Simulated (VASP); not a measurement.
HfB2: relaxation of cell and atoms with PBE+D4

Crystal: HfB2.

```xyz
3
Lattice="3.1400 0.0000 0.0000 -1.5700 2.7193 0.0000 0.0000 0.0000 3.4800" Properties=species:S:1:pos:R:3 pbc="T T T"
Hf    0.0000    0.0000    0.0000
B     1.5700    0.9064    1.7400
B     0.0000    1.8129    1.7400
```

| Item | Value |
| --- | --- |
| Program | VASP 6.6.1 |
| Task | relaxation of cell and atoms |
| Functional | PBE |
| Dispersion | D4 |
| Potentials or basis | VASP PAW PBE potentials, release 64 (Hf_pv, B) |
| Cutoff | 600 eV |
| k mesh | 10 × 10 × 8 |
| Occupations | fermi-dirac, width 0.05 eV |
| Spin | no spin polarisation |
| Dipole correction | no |
| Further INCAR settings | ALGO = Normal; EDIFF = 1e-06; IBRION = 2; EDIFFG = -0.01; NSW = 60; ISIF = 3 |

The relaxed volume is 9.71 Å³/atom, the relaxed cell is a = 3.124 Å, b = 3.124 Å, c = 3.448 Å, α = 90.00°, β = 90.00°, γ = 120.00° and the space group after relaxing (to 0.1 Å) is P6/mmm (No. 191). The energy gained by relaxing is 2.9 meV/atom and the ionic steps are 5. The pressure after relaxing is 0.1 GPa, the band gap on the k mesh is zero (bands 8 and 9 overlap by 0.81 eV) and the dispersion energy per atom is -0.316 eV.

Step by step:
```tsv
step	energy change (eV)	largest force (eV/Å)	pressure (GPa)	volume (Å³)
1	0.0000	0.0000	-4.77	29.71
2	0.0052	0.0000	6.62	28.47
3	-0.0086	0.0000	0.01	29.15
4	-0.0086	0.0000	0.14	29.14
5	-0.0088	0.0000	0.10	29.14
```

Final structure:
```cif
data_structure
_symmetry_space_group_name_H-M 'P 1'
_symmetry_Int_Tables_number 1
_cell_length_a 3.1242
_cell_length_b 3.1242
_cell_length_c 3.4475
_cell_angle_alpha 90.000
_cell_angle_beta 90.000
_cell_angle_gamma 120.000
_cell_volume 29.14
loop_
_atom_site_label
_atom_site_type_symbol
_atom_site_fract_x
_atom_site_fract_y
_atom_site_fract_z
_atom_site_occupancy
Hf1 Hf 0.00000 0.00000 0.00000 1
B1 B 0.66667 0.33333 0.50000 1
B2 B 0.33333 0.66667 0.50000 1
```

Levels at points of the mesh, in eV from the Fermi level:
```tsv
k point	band 5	band 6	band 7	band 8	band 9	band 10	band 11	band 12
(0.00, 0.00, 0.00)	-2.93	-2.86	-2.86	-2.63	4.23	4.23	4.91	4.91
(0.50, 0.00, 0.00)	-8.96	-4.06	-3.36	-2.82	2.27	2.90	5.84	5.93
(0.00, 0.00, 0.50)	-8.33	-1.11	-1.11	0.39	0.39	1.12	1.12	2.47
(0.50, 0.00, 0.50)	-7.42	-4.95	-4.67	-2.54	4.20	4.44	6.49	7.56
```

Wall time 2.7 min on 1 thread of Intel Xeon 8259CL, on a shared host, peak memory 0.19 GiB.

Caveat: spin-orbit coupling is left out, which moves the levels of the heavy elements.
